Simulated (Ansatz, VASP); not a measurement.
## HfO2 in VASP and in Ansatz

```
CELL_PARAMETERS angstrom
5.55640 0.00000 0.00000
0.00000 3.33360 0.00000
0.00000 0.00000 6.50500
ATOMIC_POSITIONS crystal
Hf 0.74868 0.75000 0.60787
Hf 0.25132 0.25000 0.39213
Hf 0.24868 0.75000 0.89213
Hf 0.75132 0.25000 0.10787
O 0.63950 0.25000 0.42340
O 0.36050 0.75000 0.57660
O 0.13950 0.25000 0.07660
O 0.86050 0.75000 0.92340
O 0.52079 0.25000 0.84145
O 0.47921 0.75000 0.15855
O 0.02079 0.25000 0.65855
O 0.97921 0.75000 0.34145
```

Alike in both runs: functional PBEsol; k mesh 5 × 8 × 4; occupations fermi-dirac, width 0.05 eV; no spin polarisation.

|  | VASP | Ansatz |
| --- | --- | --- |
| version | VASP 6.6.1 | Ansatz 0.2.0 |
| potentials or method | VASP PAW PBE potentials, release 64 (Hf_pv, O) | Ansatz PAW |
| plane-wave cutoff (eV) | 520 | 420 |
| valence electrons in the cell | 88 | 152 |
| task | single point | band structure |

```tsv
	VASP	Ansatz	Ansatz less VASP
gap on the k mesh at the Fermi level (eV)	3.30	3.35	+0.049
least direct gap on the mesh (eV)	3.30	3.35	+0.049
pressure (GPa)	-9.3	-5.8	+3.48
traceless stress, the component that is largest in VASP (GPa)	-0.09	-0.07	+0.018
rms of the force components (eV/Å)	0.034	0.010	-0.0240
```

VASP's potentials were made for PBE, not for PBEsol. Atom by atom the forces differ by 0.031 eV/Å (rms over components). VASP's potentials hold 88 valence electrons a cell and Ansatz's 152, so a difference there can come from the potentials and not from the codes.

Neither program's run includes spin-orbit coupling.
